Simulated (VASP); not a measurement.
ZnS:

```
Zn S
1.0
     3.81100    0.00000    0.00000
    -1.90550    3.30042    0.00000
     0.00000    0.00000    6.23400
Zn S
2 2
Direct
  0.33333 0.66667 0.00000
  0.66667 0.33333 0.50000
  0.33333 0.66667 0.38500
  0.66667 0.33333 0.88500
```

```yaml
Program: VASP 6.6.1
Task: relaxation of cell and atoms
Functional: PBEsol
Potentials_or_basis: VASP PAW PBE potentials, release 64 (Zn, S)
Cutoff: 600 eV
k_mesh: 10 × 10 × 6
Occupations: fermi-dirac, width 0.05 eV
Spin: no spin polarisation
```

At the start: pressure -1.1 GPa; volume 19.60 Å³/atom.

Question: Where does the relaxation end?

Answer: Over 20 steps the energy falls by 6.5 meV/atom and the volume is 19.27 Å³/atom (-1.7 %); space group P6_3mc (No. 186, to 0.05 Å).

The path:
| step | energy change (eV) | largest force (eV/Å) | pressure (GPa) | volume (Å³) |
| --- | --- | --- | --- | --- |
| 1 | 0.0000 | 0.3085 | -1.10 | 78.41 |
| 2 | -0.0199 | 0.1198 | 0.24 | 76.89 |
| 3 | -0.0200 | 0.0994 | 0.34 | 76.76 |
| 4 | -0.0232 | 0.0459 | 0.04 | 77.05 |
| 5 | -0.0244 | 0.0016 | -0.20 | 77.29 |
| 6 | -0.0245 | 0.0169 | -0.25 | 77.38 |
| 7 | -0.0258 | 0.0102 | 0.03 | 77.12 |
| 8 | -0.0258 | 0.0080 | -0.08 | 77.14 |
| 9 | -0.0258 | 0.0083 | -0.03 | 77.14 |
| 10 | -0.0258 | 0.0007 | 0.06 | 77.08 |
| 11 | -0.0259 | 0.0030 | -0.03 | 77.09 |
| 12 | -0.0258 | 0.0014 | 0.02 | 77.08 |
| 13 | -0.0258 | 0.0037 | -0.01 | 77.08 |
| 14 | -0.0259 | 0.0002 | 0.01 | 77.08 |
| 15 | -0.0258 | 0.0051 | -0.01 | 77.08 |
| 16 | -0.0258 | 0.0013 | 0.00 | 77.08 |
| 17 | -0.0259 | 0.0002 | 0.01 | 77.08 |
| 18 | -0.0259 | 0.0002 | 0.02 | 77.08 |
| 19 | -0.0259 | 0.0004 | 0.02 | 77.08 |
| 20 | -0.0259 | 0.0005 | 0.00 | 77.09 |

Final structure:
```xyz
4
Lattice="3.7853 0.0000 0.0000 -1.8927 3.2782 0.0000 0.0000 0.0000 6.2123" Properties=species:S:1:pos:R:3 pbc="T T T"
Zn    0.0000    2.1855    0.0336
Zn    1.8927    1.0927    3.1398
S     0.0000    2.1855    2.3581
S     1.8927    1.0927    5.4643
```

Caveat: the PAW data sets were made with another functional, which shifts forces and pressure a little.
